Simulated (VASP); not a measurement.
# La (Pm-3m) in VASP: single point with PBEsol

Aim: the single point of La with PBEsol.

Everything below comes from runs of VASP 6.6.1. Logs are shortened: lines on timing, memory, paths and dates and some standing lists are left out, and cuts for length are marked.

## (1) The cell of the first run

Symmetry: Pm-3m, No. 221, cubic system. Conventional cell: a = 3.965 Å, b = 3.965 Å, c = 3.965 Å, α = 90.00°, β = 90.00°, γ = 90.00°. Within 5.2 Å of La (site symmetry m-3m) lie 6 La at 3.96 Å.

## (2) Single point, PBEsol

Contents of INCAR:

```
  PREC = Accurate
  ENCUT = 500
  EDIFF = 1E-6
  ISMEAR = 1
  SIGMA = 0.05
  LREAL = F
  LASPH = T
  NELM = 200
  ALGO = Normal
  ISIF = 2
  LWAVE = F
  LCHARG = F
  GGA = PS
  NBANDS = 12
  GGA_COMPAT = F
  LMAXMIX = 6
```

Contents of KPOINTS:

```
Automatic mesh
0
Gamma
  6 6 6
```

Contents of POSCAR:

```
La
1.0
    3.9650000000      0.0000000000      0.0000000000
    0.0000000000      3.9650000000      0.0000000000
    0.0000000000      0.0000000000      3.9650000000
La
1
Direct
    0.5000000000      0.5000000000      0.5000000000
```

Potentials or basis: VASP PAW PBE potentials, release 64 (La).

The run is started by

```console
$ cat potpaw_PBE.64/La/POTCAR > POTCAR
$ mpirun -np 1 vasp_std > vasp.out
```

OUTCAR:

```text
PREC = Accurate
   ENCUT = 500
   EDIFF = 1E-6
   ISMEAR = 1
   LREAL = F
   LASPH = T
   NELM = 200
   ISIF = 2
   GGA = PS

 ion  position               nearest neighbor table
   1  0.500  0.500  0.500-

  LATTYP: Found a simple cubic cell.
 ALAT       =     3.9650000000

  Lattice vectors:

 A1 = (   3.9650000000,   0.0000000000,   0.0000000000)
 A2 = (   0.0000000000,   3.9650000000,   0.0000000000)
 A3 = (   0.0000000000,   0.0000000000,   3.9650000000)

Analysis of symmetry for initial positions (statically):
=====================================================================
 Subroutine PRICEL returns:
 Original cell was already a primitive cell.

 Routine SETGRP: Setting up the symmetry group for a
 simple cubic supercell.

 Subroutine GETGRP returns: Found 48 space group operations
 (whereof 48 operations were pure point group operations)
 out of a pool of 48 trial point group operations.

The static configuration has the point symmetry O_h .

Analysis of symmetry for dynamics (positions and initial velocities):
=====================================================================
 Subroutine PRICEL returns:
 Original cell was already a primitive cell.

 Routine SETGRP: Setting up the symmetry group for a
 simple cubic supercell.

 Subroutine GETGRP returns: Found 48 space group operations
 (whereof 48 operations were pure point group operations)
 out of a pool of 48 trial point group operations.

The dynamic configuration has the point symmetry O_h .

 Subroutine INISYM returns: Found 48 space group operations
 (whereof 48 operations are pure point group operations),
 and found     1 'primitive' translations

----------------------------------------------------------------------------------------

                                     Primitive cell

  volume of cell :      62.3347

  direct lattice vectors                    reciprocal lattice vectors
     3.965000000  0.000000000  0.000000000     0.252206810  0.000000000  0.000000000
     0.000000000  3.965000000  0.000000000     0.000000000  0.252206810  0.000000000
     0.000000000  0.000000000  3.965000000     0.000000000  0.000000000  0.252206810

  length of vectors
     3.965000000  3.965000000  3.965000000     0.252206810  0.252206810  0.252206810

  position of ions in fractional coordinates (direct lattice)
     0.500000000  0.500000000  0.500000000

  ion indices of the primitive-cell ions
   primitive index   ion index
                 1           1

----------------------------------------------------------------------------------------
[... 75 lines left out ...]
   PSTRESS=    0.0 pullay stress
   NELECT =      11.0000    total number of electrons
   NUPDOWN=      -1.0000    fix difference up-down
   EMIN   =  10.00;   EMAX   =-10.00  energy-range for DOS
   EFERMI =   0.00;   METHOD = LEGACY
   ISMEAR =     1;   SIGMA  =   0.05  broadening in eV -4-tet -1-fermi 0-gaus
   EFERMI_NEDOS =   21; number of points for ismear=-14 and -15
   IALGO  =     38    algorithm
   IMIX   =      4    mixing-type and parameters
     AMIX     =   0.40;   BMIX     =  1.00
     AMIX_MAG =   1.60;   BMIX_MAG =  1.00
  volume/ion in A,a.u.               =      62.33       420.66
  Fermi-wavevector in a.u.,A,eV,Ry     =   0.918253  1.735247 11.472286  0.843189
  Thomas-Fermi vector in A             =   2.043314
   LORBIT       =      0    0 simple, 1 ext, 2 COOP (PROOUT), +10 PAW based schemes
   GGA     = PS    functional components
   LHFCALC =     F    Hartree Fock is set to
   AEXX    =    0.0000 exact exchange contribution
   IVDW    =     0    specifies the selected vdW correction
   LEPSILON=     F    determine dielectric tensor
   LRPA    =     F    only Hartree local field effects (RPA)
 non-spin polarized calculation
 Methfessel and Paxton  Order N= 1 SIGMA  =   0.05
  energy-cutoff  :      500.00
  volume of cell :       62.33
 maximum number of plane-waves:      1622
 NGX is ok and might be reduce to    30
   NGX = 15   NGY = 15   NGZ = 15

 number of electron      10.9999998 magnetization

 Free energy of the ion-electron system (eV)
  ---------------------------------------------------
  ext. energy  EPLUGINS =         0.00000000
  ---------------------------------------------------
  free energy    TOTEN  =        -4.02642217 eV

  energy without entropy =       -4.02309311  energy(sigma->0) =       -4.02531248

 E-fermi :   3.6189     XC(G=0):  -7.7205

 val. band max:        3.6058715203   @ k =   0.5000   0.5000   0.0000
 cond. band min:       3.6196649747   @ k =   0.3333   0.1667   0.0000
 fundamental gap:      0.0137934544
 Fermi energy:         3.6188615372

 k-point     1 :       0.0000    0.0000    0.0000
  band No.  band energies     occupation
      1     -30.1991      2.00000
      2     -13.5506      2.00000
      3     -13.5506      2.00000
      4     -13.5506      2.00000
      5       0.8635      2.00000
      6       3.1103      2.00000
      7       3.1103      2.00000
      8       4.4736     -0.00000
      9       4.4737     -0.00000
     10       4.4782     -0.00000
     11       4.5364     -0.00000
     12       4.5365     -0.00000
[... 271 lines left out ...]
 k-point    20 :       0.5000    0.5000    0.5000
  band No.  band energies     occupation
      1     -30.1079      2.00000
      2     -13.8736      2.00000
      3     -13.8736      2.00000
      4     -13.8736      2.00000
      5       3.3270      2.00000
      6       3.3270      2.00000
      7       3.3270      2.00000
      8       4.3256     -0.00000
      9       4.4531     -0.00000
     10       4.4531     -0.00000
     11       4.4531     -0.00000
     12       4.6375      0.00000

------------------------ aborting loop because EDIFF is reached ----------------------------------------

  FORCE on cell =-STRESS in cart. coord.  units (eV):
  Direction    XX          YY          ZZ          XY          YZ          ZX
  --------------------------------------------------------------------------------------
  -------------------------------------------------------------------------------------
  Total       -2.2427574     -2.2427574     -2.2427574     -0.0000000     -0.0000000     -0.0000000
  in kB      -57.6452194    -57.6452194    -57.6452194     -0.0000000     -0.0000000     -0.0000000
  external PRESSURE =     -57.6452194 kB  Pullay stress =       0.0000000 kB

 VOLUME and BASIS-vectors are now :
 -----------------------------------------------------------------------------
  energy-cutoff  :      500.00
  volume of cell :       62.33
      direct lattice vectors                 reciprocal lattice vectors
     3.965000000  0.000000000  0.000000000     0.252206810  0.000000000  0.000000000
     0.000000000  3.965000000  0.000000000     0.000000000  0.252206810  0.000000000
     0.000000000  0.000000000  3.965000000     0.000000000  0.000000000  0.252206810

 POSITION                                       TOTAL-FORCE (eV/Angst)
 -----------------------------------------------------------------------------------
      1.98250      1.98250      1.98250         0.000000      0.000000      0.000000
 -----------------------------------------------------------------------------------
    total drift:                                0.000000      0.000000     -0.000000

  FREE ENERGIE OF THE ION-ELECTRON SYSTEM (eV)
  ---------------------------------------------------
  free  energy   TOTEN  =        -4.0264221716 eV

  energy  without entropy=       -4.0230931076  energy(sigma->0) =       -4.02531248
```

Run time: 13 s. Hardware: 1 thread of Intel Xeon Platinum 8375C at 2.90GHz (Ice Lake), shared host; peak memory 0.18 GiB.

Results:

```yaml
Free_energy: -4.0264 eV
Pressure: -5.8 GPa
```

Caveat: the PAW data sets were made with another functional, which shifts forces and pressure a little; spin-orbit coupling is left out, which moves the levels of the heavy elements.
